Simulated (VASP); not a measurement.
# Ta2H (P-4m2) in VASP: further runs

Ta2H is run at these levels: PBEsol; tasks: single point.

Program: VASP 6.6.1. These are calculated values, not measurements. Logs are shortened: lines on timing, memory, paths and dates and some standing lists are left out, and cuts for length are marked.

**1. The cell of the first run**

Symmetry: P-4m2, No. 115, tetragonal system. Conventional cell: a = 3.548 Å, b = 3.548 Å, c = 3.597 Å, α = 90.00°, β = 90.00°, γ = 90.00°. Ta (site symmetry 2mm) has 2 H at 2.00 Å within 2.7 Å. Within 2.7 Å of H (site symmetry -4m2) lie 4 Ta at 2.00 Å.

**2. Single point, PBEsol (equal strain along all axes, cell held: +6.0 %, then relaxed in part)**

INCAR reads:

```
SYSTEM = Ta2H
  PREC = Accurate
  ENCUT = 520
  EDIFF = 1E-7
  ISMEAR = 0
  SIGMA = 0.1
  LREAL = .FALSE.
  LASPH = .TRUE.
  NELM = 60
  ALGO = Normal
  ISIF = 2
  LWAVE = .FALSE.
  LCHARG = .TRUE.
  GGA = PS
  LELF = .TRUE.
  LVHAR = .TRUE.
  NBANDS = 18
```

KPOINTS reads:

```
regular mesh
0
G
  12 12 12
  0 0 0
```

POSCAR reads:

```
Ta2H
1.0
    3.5476006314      0.0000000000      0.0000000000
    0.0000000000      3.5476006314      0.0000000000
    0.0000000000      0.0000000000      3.5965429037
Ta H
2 1
Direct
    0.5000000000      0.0000000000      0.7414109083
    0.0000000000      0.5000000000      0.2585890917
    0.0000000000      0.0000000000      0.0000000000
```

Potentials or basis: VASP PAW PBE potentials, release 64 (Ta_pv, H).

Started as:

```
> cat potpaw_PBE.64/Ta_pv/POTCAR potpaw_PBE.64/H/POTCAR > POTCAR
> mpirun -np 1 vasp_std > vasp.out
```

OUTCAR:

```text
SYSTEM = Ta2H
   PREC = Accurate
   ENCUT = 520
   EDIFF = 1E-7
   ISMEAR = 0
   LREAL = .FALSE.
   LASPH = .TRUE.
   NELM = 60
   ISIF = 2
   GGA = PS

 ion  position               nearest neighbor table
   1  0.500  0.000  0.741-   3 2.00   3 2.00   2 3.05   2 3.05   2 3.05   2 3.05   2 3.12   2 3.12
                             2 3.12   2 3.12
   2  0.000  0.500  0.259-   3 2.00   3 2.00   1 3.05   1 3.05   1 3.05   1 3.05   1 3.12   1 3.12
                             1 3.12   1 3.12
   3  0.000  0.000  0.000-   1 2.00   2 2.00   2 2.00   1 2.00

  LATTYP: Found a simple tetragonal cell.
 ALAT       =     3.5476006314
 C/A-ratio  =     1.0137958799

  Lattice vectors:

 A1 = (   3.5476006314,   0.0000000000,   0.0000000000)
 A2 = (   0.0000000000,   3.5476006314,   0.0000000000)
 A3 = (   0.0000000000,   0.0000000000,   3.5965429037)

Analysis of symmetry for initial positions (statically):
=====================================================================
 Subroutine PRICEL returns:
 Original cell was already a primitive cell.

 Routine SETGRP: Setting up the symmetry group for a
 simple tetragonal supercell.

 Subroutine GETGRP returns: Found  8 space group operations
 (whereof  8 operations were pure point group operations)
 out of a pool of 16 trial point group operations.

The static configuration has the point symmetry D_2d.

Analysis of symmetry for dynamics (positions and initial velocities):
=====================================================================
 Subroutine PRICEL returns:
 Original cell was already a primitive cell.

 Routine SETGRP: Setting up the symmetry group for a
 simple tetragonal supercell.

 Subroutine GETGRP returns: Found  8 space group operations
 (whereof  8 operations were pure point group operations)
 out of a pool of 16 trial point group operations.

The dynamic configuration has the point symmetry D_2d.

 Subroutine INISYM returns: Found  8 space group operations
 (whereof  8 operations are pure point group operations),
 and found     1 'primitive' translations

----------------------------------------------------------------------------------------

                                     Primitive cell

  volume of cell :      45.2642

  direct lattice vectors                    reciprocal lattice vectors
     3.547600631  0.000000000  0.000000000     0.281880658  0.000000000  0.000000000
     0.000000000  3.547600631  0.000000000     0.000000000  0.281880658  0.000000000
     0.000000000  0.000000000  3.596542904     0.000000000  0.000000000  0.278044785

  length of vectors
     3.547600631  3.547600631  3.596542904     0.281880658  0.281880658  0.278044785

  position of ions in fractional coordinates (direct lattice)
     0.500000000  0.000000000  0.741410908
     0.000000000  0.500000000  0.258589092
     0.000000000  0.000000000  0.000000000

  ion indices of the primitive-cell ions
   primitive index   ion index
                 1           1
                 2           2
                 3           3

----------------------------------------------------------------------------------------

 KPOINTS: regular mesh

Automatic generation of k-mesh.
 Grid dimensions read from file:
 generate k-points for:   12   12   12

 Generating k-lattice:

  Cartesian coordinates                     Fractional coordinates (reciprocal lattice)
     0.023490055  0.000000000  0.000000000     0.083333333  0.000000000  0.000000000
     0.000000000  0.023490055  0.000000000     0.000000000  0.083333333  0.000000000
     0.000000000  0.000000000  0.023170399     0.000000000  0.000000000  0.083333333

  Length of vectors
     0.023490055  0.023490055  0.023170399

  Shift w.r.t. Gamma in fractional coordinates (k-lattice)
     0.000000000  0.000000000  0.000000000

 Subroutine IBZKPT returns following result:
 ===========================================

 Found    196 irreducible k-points:

 Following reciprocal coordinates:
            Coordinates               Weight
  0.000000  0.000000  0.000000      1.000000
  0.083333  0.000000  0.000000      4.000000
  0.166667  0.000000  0.000000      4.000000
  0.250000  0.000000  0.000000      4.000000
  0.333333  0.000000  0.000000      4.000000
  0.416667  0.000000  0.000000      4.000000
[... 16 lines left out ...]
  0.333333  0.333333  0.000000      4.000000
  0.416667  0.333333  0.000000      8.000000
 [... further k-points ...]
   k-points           NKPTS =    196   k-points in BZ     NKDIM =    196   number of bands    NBANDS=     18
   number of dos      NEDOS =    301   number of ions     NIONS =      3
   total plane-waves  NPLWV =  21952
   dimension x,y,z NGX =    28 NGY =   28 NGZ =   28
   dimension x,y,z NGXF=    56 NGYF=   56 NGZF=   56
   ions per type =               2   1
   NGX,Y,Z   is equivalent  to a cutoff of  13.12, 13.12, 12.94 a.u.
   NGXF,Y,Z  is equivalent  to a cutoff of  26.24, 26.24, 25.89 a.u.
 SYSTEM =  Ta2H
[... 102 lines left out ...]
  band No.  band energies     occupation
      1     -30.2833      2.00000
      2     -30.2260      2.00000
      3     -30.2133      2.00000
      4     -29.9668      2.00000
      5     -29.9180      2.00000
      6     -29.9133      2.00000
[... 10 lines left out ...]
     17       8.0405      0.00000
     18       8.1144      0.00000

 k-point     5 :       0.3333    0.0000    0.0000
  band No.  band energies     occupation
      1     -30.2769      2.00000
      2     -30.1896      2.00000
      3     -30.1700      2.00000
      4     -30.0250      2.00000
      5     -29.9586      2.00000
      6     -29.9473      2.00000
[... 10 lines left out ...]
     17       7.5514      0.00000
     18       7.8034      0.00000

 k-point     6 :       0.4167    0.0000    0.0000
  band No.  band energies     occupation
      1     -30.2658      2.00000
      2     -30.1543      2.00000
      3     -30.1238      2.00000
      4     -30.0706      2.00000
      5     -30.0059      2.00000
      6     -29.9808      2.00000
[... 10 lines left out ...]
     17       7.1552      0.00000
     18       7.8711      0.00000

 k-point     7 :       0.5000    0.0000    0.0000
  band No.  band energies     occupation
      1     -30.2591      2.00000
      2     -30.1373      2.00000
      3     -30.1079      2.00000
      4     -30.0643      2.00000
      5     -30.0479      2.00000
      6     -29.9972      2.00000
[... 10 lines left out ...]
     17       7.2665      0.00000
     18       7.8458      0.00000

 k-point     8 :       0.0833    0.0833    0.0000
  band No.  band energies     occupation
      1     -30.2952      2.00000
      2     -30.2618      2.00000
      3     -30.2573      2.00000
      4     -29.9009      2.00000
      5     -29.8750      2.00000
      6     -29.8616      2.00000
[... 10 lines left out ...]
     17       9.0583      0.00000
     18      10.0079      0.00000
[... 229 lines left out ...]
     17       9.3503      0.00000
     18       9.6140      0.00000

 k-point    20 :       0.3333    0.2500    0.0000
  band No.  band energies     occupation
      1     -30.4134      2.00000
      2     -30.1993      2.00000
      3     -30.1312      2.00000
      4     -30.0585      2.00000
      5     -29.9839      2.00000
      6     -29.8558      2.00000
[... 10 lines left out ...]
     17       8.9376      0.00000
     18       9.2345      0.00000

 k-point    21 :       0.4167    0.2500    0.0000
  band No.  band energies     occupation
      1     -30.4275      2.00000
      2     -30.2415      2.00000
      3     -30.0958      2.00000
      4     -30.0322      2.00000
      5     -30.0103      2.00000
      6     -29.8639      2.00000
[... 10 lines left out ...]
     17       8.2224      0.00000
     18       8.8372      0.00000

 k-point    22 :       0.5000    0.2500    0.0000
  band No.  band energies     occupation
      1     -30.4317      2.00000
      2     -30.2573      2.00000
      3     -30.0604      2.00000
      4     -30.0565      2.00000
      5     -30.0072      2.00000
      6     -29.8688      2.00000
[... 10 lines left out ...]
     17       8.0593      0.00000
     18       8.4567      0.00000

 k-point    23 :       0.3333    0.3333    0.0000
  band No.  band energies     occupation
      1     -30.4534      2.00000
      2     -30.2550      2.00000
      3     -30.1087      2.00000
      4     -30.0230      2.00000
      5     -29.9970      2.00000
      6     -29.8419      2.00000
[... 10 lines left out ...]
     17       8.8039      0.00000
     18       9.5229      0.00000

 k-point    24 :       0.4167    0.3333    0.0000
  band No.  band energies     occupation
      1     -30.4789      2.00000
      2     -30.2932      2.00000
      3     -30.0824      2.00000
      4     -30.0308      2.00000
      5     -29.9839      2.00000
      6     -29.8369      2.00000
[... 10 lines left out ...]
     17       8.3824      0.00000
     18       9.4168      0.00000

 [... further k-points ...]

------------------------ aborting loop because EDIFF is reached ----------------------------------------

  FORCE on cell =-STRESS in cart. coord.  units (eV):
  Direction    XX          YY          ZZ          XY          YZ          ZX
  --------------------------------------------------------------------------------------
  -------------------------------------------------------------------------------------
  Total       -7.7584945     -7.7584945     -7.0711009      0.0000000      0.0000000     -0.0000000
  in kB     -274.6207475   -274.6207475   -250.2896682      0.0000000      0.0000000     -0.0000000
  external PRESSURE =    -266.5103877 kB  Pullay stress =       0.0000000 kB

 VOLUME and BASIS-vectors are now :
 -----------------------------------------------------------------------------
  energy-cutoff  :      520.00
  volume of cell :       45.26
      direct lattice vectors                 reciprocal lattice vectors
     3.547600631  0.000000000  0.000000000     0.281880658  0.000000000  0.000000000
     0.000000000  3.547600631  0.000000000     0.000000000  0.281880658  0.000000000
     0.000000000  0.000000000  3.596542904     0.000000000  0.000000000  0.278044785

 POSITION                                       TOTAL-FORCE (eV/Angst)
 -----------------------------------------------------------------------------------
      1.77380      0.00000      2.66652        -0.000000      0.000000     -0.009134
      0.00000      1.77380      0.93003         0.000000     -0.000000      0.009134
      0.00000      0.00000      0.00000         0.000000     -0.000000      0.000000
 -----------------------------------------------------------------------------------
    total drift:                                0.000000      0.000000     -0.000000

  FREE ENERGIE OF THE ION-ELECTRON SYSTEM (eV)
  ---------------------------------------------------
  free  energy   TOTEN  =       -28.1610762892 eV

  energy  without entropy=      -28.1510457007  energy(sigma->0) =      -28.15606099
```

Run time: 67 s. Hardware: 1 thread of AMD EPYC 9R45 (Zen 5), shared host; peak memory 0.24 GiB.

Results:

```yaml
Free_energy: -28.1611 eV
Pressure: -26.7 GPa
Largest_force: 0.009 eV/Å
Band_gap_on_the_k_mesh: zero (an odd number of electrons rules out a gap without spin polarisation)
```

Forces in eV/Å, atoms in the order of the input:
```
Ta   0.000  0.000 -0.009
Ta   0.000  0.000  0.009
H    0.000  0.000  0.000
```

Levels at points of the mesh, in eV from the Fermi level:
| k point | band 9 | band 10 | band 11 | band 12 | band 13 | band 14 | band 15 | band 16 |
| --- | --- | --- | --- | --- | --- | --- | --- | --- |
| (0.00, 0.00, 0.00) | -3.02 | 0.25 | 0.25 | 0.50 | 2.61 | 2.84 | 3.84 | 4.87 |
| (0.50, 0.00, 0.00) | -1.20 | -0.60 | -0.33 | 0.67 | 0.85 | 0.89 | 1.97 | 2.42 |
| (0.50, 0.50, 0.00) | -3.85 | -1.20 | -0.69 | 0.84 | 2.75 | 2.75 | 3.47 | 3.47 |
| (0.00, 0.00, 0.50) | -1.60 | -0.99 | 0.43 | 0.43 | 0.99 | 0.99 | 2.19 | 2.53 |
| (0.50, 0.00, 0.50) | -1.49 | -1.14 | -1.02 | 0.55 | 2.50 | 2.55 | 3.40 | 3.54 |
| (0.50, 0.50, 0.50) | -1.42 | -1.32 | -1.20 | -1.02 | 3.38 | 3.38 | 3.63 | 3.63 |

Caveat: the cell differs from its parent crystal (equal strain along all axes, cell held: +6.0 %, then relaxed in part); the cell stands under tension; the PAW data sets were made with another functional, which shifts forces and pressure a little; spin-orbit coupling is left out, which moves the levels of the heavy elements.

**3. Single point, PBEsol (equal strain along all axes, cell held: -6.0 %, then relaxed in part)**

INCAR reads:

```
  PREC = Accurate
  ENCUT = 520
  EDIFF = 1E-7
  ISMEAR = 0
  SIGMA = 0.1
  LREAL = False
  LASPH = True
  NELM = 80
  ALGO = Normal
  ISIF = 2
  LWAVE = False
  LCHARG = False
  GGA = PS
  NBANDS = 18
```

KPOINTS reads:

```
regular mesh
0
Gamma
  12 12 12
```

POSCAR reads:

```
Ta2H
1.0
    3.1459854656      0.0000000000      0.0000000000
    0.0000000000      3.1459854656      0.0000000000
    0.0000000000      0.0000000000      3.1893871033
Ta H
2 1
Direct
    0.5000000000      0.0000000000      0.7390733409
    0.0000000000      0.5000000000      0.2609266591
    0.0000000000      0.0000000000      0.0000000000
```

Potentials or basis: VASP PAW PBE potentials, release 64 (Ta_pv, H).

Started as:

```
> cat potpaw_PBE.64/Ta_pv/POTCAR potpaw_PBE.64/H/POTCAR > POTCAR
> mpirun -np 1 vasp_std > vasp.out
```

Wall time 38 s (1 thread of AMD EPYC 9R45 (Zen 5), shared host); peak memory 0.19 GiB.

It converged, with:

```
Free energy            : -27.8419 eV
Pressure               : 58.0 GPa
Largest force          : 0.018 eV/Å
Band gap on the k mesh : zero (an odd number of electrons rules out a gap without spin polarisation)
```

Forces on the atoms (eV/Å):
```
Ta   0.000  0.000 -0.018
Ta   0.000  0.000  0.018
H    0.000  0.000  0.000
```

Stress tensor (GPa, compression positive):
```
60.29  0.00  0.00
 0.00 60.29  0.00
 0.00  0.00 53.27
```

Levels at points of the mesh, in eV from the Fermi level:
| k point | band 7 | band 8 | band 9 | band 10 | band 11 | band 12 | band 13 | band 14 | band 15 | band 16 |
| --- | --- | --- | --- | --- | --- | --- | --- | --- | --- | --- |
| (0.00, 0.00, 0.00) | -11.07 | -6.14 | -5.10 | 0.20 | 0.20 | 0.55 | 3.69 | 4.04 | 5.89 | 7.65 |
| (0.50, 0.00, 0.00) | -8.03 | -3.86 | -2.17 | -1.68 | -0.37 | 0.95 | 1.16 | 1.24 | 2.86 | 3.47 |
| (0.50, 0.50, 0.00) | -6.60 | -5.42 | -5.42 | -2.22 | -0.24 | 2.37 | 4.28 | 4.28 | 5.32 | 5.32 |
| (0.00, 0.00, 0.50) | -8.37 | -4.34 | -2.41 | -2.22 | 0.63 | 0.63 | 1.40 | 1.40 | 3.06 | 3.76 |
| (0.50, 0.00, 0.50) | -8.95 | -5.12 | -2.56 | -2.11 | -0.03 | 1.99 | 3.89 | 4.00 | 5.24 | 5.35 |
| (0.50, 0.50, 0.50) | -6.90 | -1.74 | -1.74 | -1.54 | -1.47 | -1.14 | 5.37 | 5.37 | 5.63 | 5.63 |

Caveat: the cell differs from its parent crystal (equal strain along all axes, cell held: -6.0 %, then relaxed in part); the stress differs along the axes, from 53 to 60 GPa; the PAW data sets were made with another functional, which shifts forces and pressure a little; spin-orbit coupling is left out, which moves the levels of the heavy elements.

**4. Single point, PBEsol (equal strain along all axes, cell held: -4.0 %, then relaxed in part)**

INCAR reads:

```
ALGO = Normal ; EDIFF = 1E-6
ENCUT = 520 ; GGA = PS
ISIF = 2 ; ISMEAR = 0
LASPH = T ; LCHARG = F
LREAL = F ; LWAVE = F
NBANDS = 18 ; NELM = 60
PREC = Accurate ; SIGMA = 0.1
```

KPOINTS reads:

```
k-points
0
Gamma
  12 12 12
```

POSCAR reads:

```
Ta2H
1.0
    3.2129213265      0.0000000000      0.0000000000
    0.0000000000      3.2129213265      0.0000000000
    0.0000000000      0.0000000000      3.2572464034
Ta H
2 1
Direct
    0.5000000000      0.0000000000      0.7393884077
    0.0000000000      0.5000000000      0.2606115923
    0.0000000000      0.0000000000      0.0000000000
```

Started as:

```
> cat potpaw_PBE.64/Ta_pv/POTCAR potpaw_PBE.64/H/POTCAR > POTCAR
> mpirun -np 1 vasp_std > vasp.out
```

It took 33 s on 1 thread of AMD EPYC 9R45 (Zen 5), shared host; peak memory 0.19 GiB.

Results (log left out):

```
Free energy            : -28.4271 eV
Pressure               : 33.9 GPa
Largest force          : 0.016 eV/Å
Band gap on the k mesh : zero (an odd number of electrons rules out a gap without spin polarisation)
```

Forces on the atoms (eV/Å):
```
Ta   0.000  0.000 -0.016
Ta   0.000  0.000  0.016
H    0.000  0.000  0.000
```

Stress tensor (GPa, compression positive):
```
35.19  0.00  0.00
 0.00 35.19  0.00
 0.00  0.00 31.40
```

Levels at points of the mesh, in eV from the Fermi level:
| k point | band 7 | band 8 | band 9 | band 10 | band 11 | band 12 | band 13 | band 14 | band 15 | band 16 |
| --- | --- | --- | --- | --- | --- | --- | --- | --- | --- | --- |
| (0.00, 0.00, 0.00) | -10.71 | -5.72 | -4.64 | 0.24 | 0.24 | 0.57 | 3.51 | 3.85 | 5.46 | 7.12 |
| (0.50, 0.00, 0.00) | -7.88 | -3.87 | -1.93 | -1.41 | -0.37 | 0.91 | 1.12 | 1.20 | 2.72 | 3.30 |
| (0.50, 0.50, 0.00) | -6.40 | -5.08 | -5.08 | -1.97 | -0.40 | 2.00 | 4.00 | 4.00 | 4.98 | 4.98 |
| (0.00, 0.00, 0.50) | -8.17 | -4.32 | -2.24 | -1.93 | 0.61 | 0.61 | 1.34 | 1.34 | 2.92 | 3.55 |
| (0.50, 0.00, 0.50) | -8.57 | -4.79 | -2.31 | -1.88 | -0.30 | 1.64 | 3.64 | 3.73 | 4.90 | 5.03 |
| (0.50, 0.50, 0.50) | -6.76 | -1.69 | -1.69 | -1.48 | -1.46 | -1.13 | 5.00 | 5.00 | 5.26 | 5.26 |

Caveat: the cell differs from its parent crystal (equal strain along all axes, cell held: -4.0 %, then relaxed in part); the cell stands under pressure; the PAW data sets were made with another functional, which shifts forces and pressure a little; spin-orbit coupling is left out, which moves the levels of the heavy elements.

**5. The runs side by side**

| cell | gap on the mesh (eV) | pressure (GPa) | largest force (eV/Å) |
| --- | --- | --- | --- |
| a = 3.548, b = 3.548, c = 3.597 Å, 3 atoms, atomic positions A | none | -26.7 | 0.01 |
| a = 3.146, b = 3.146, c = 3.189 Å, 3 atoms, atomic positions B | none | 58.0 | 0.02 |
| a = 3.213, b = 3.213, c = 3.257 Å, 3 atoms, atomic positions C | none | 33.9 | 0.02 |

Alike in all rows: task single point; level PBEsol; potentials or basis VASP PAW PBE potentials, release 64 (Ta_pv, H); no spin polarisation; k mesh 12 × 12 × 12; cutoff (eV) 520; smearing gaussian 0.1 eV.

Caveats: the PAW data sets were made with another functional, which shifts forces and pressure a little; spin-orbit coupling is left out, which moves the levels of the heavy elements; the cell stands under tension (at least some runs); the stress differs along the axes, from 53 to 60 GPa (at least some runs); the cell stands under pressure (at least some runs).

Absolute energies hang on the potentials; compare differences alone.
